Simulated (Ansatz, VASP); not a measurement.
# V in VASP and in Ansatz

```
V
1.0
     4.23854    0.00000    0.00000
    -2.11927    3.67068    0.00000
     0.00000    0.00000   16.46080
V
5
Direct
  0.83333 0.16667 0.40871
  0.16667 0.83333 0.45852
  0.50000 0.50000 0.50000
  0.83333 0.16667 0.54148
  0.16667 0.83333 0.59129
```

Alike in both runs: functional PBE; k mesh 9 × 9 × 1; occupations fermi-dirac, width 0.05 eV; no spin polarisation.

Ansatz relaxed the structure, and its values are those at the end. VASP's run is a single point on that final structure, the one shown.

```csv
,VASP,Ansatz
version,VASP 6.6.1,Ansatz 0.2.0
potentials or method,"VASP PAW PBE potentials, release 64 (V_sv)","PAW with Ansatz's default frozen-core files, scalar-relativistic"
plane-wave cutoff (eV),520,420
valence electrons in the cell,65,65
```

|  | VASP | Ansatz | Ansatz less VASP |
| --- | --- | --- | --- |
| rms of the force components (eV/Å) | 0.059 | 0.000 | -0.0588 |

Ansatz's warnings: stress scf threshold loose, vacuum density over bound.
